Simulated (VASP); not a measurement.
W:

```
W
1.0
    -1.59730    1.59730    1.59730
     1.59730   -1.59730    1.59730
     1.59730    1.59730   -1.59730
W
1
Direct
  0.00000 0.00000 0.00000
```

Base run:

```yaml
Program: VASP 6.6.1
Functional: PBE
Potentials_or_basis: VASP PAW PBE potentials, release 64 (W_sv)
Cutoff: 520 eV
k_mesh: 14 × 14 × 14
Occupations: fermi-dirac, width 0.03 eV
Spin: no spin polarisation
```

Its results: band gap on the k mesh zero (band 7 reaches 16.00 eV, above the bottom of band 8 at 9.85 eV); pressure -2.1 GPa.

Problem. The run is repeated on the same cell with these changes: functional from PBE to PBEsol. What comes out?

Solution. Band gap on the k mesh zero (band 7 reaches 15.84 eV, above the bottom of band 8 at 9.68 eV); pressure -10.5 GPa.

PBEsol binds more tightly than PBE, so the same cell stands under less pressure.

Caveats: spin-orbit coupling is left out, which moves the levels of the heavy elements; the PAW data sets were made with another functional, which shifts forces and pressure a little (some runs).
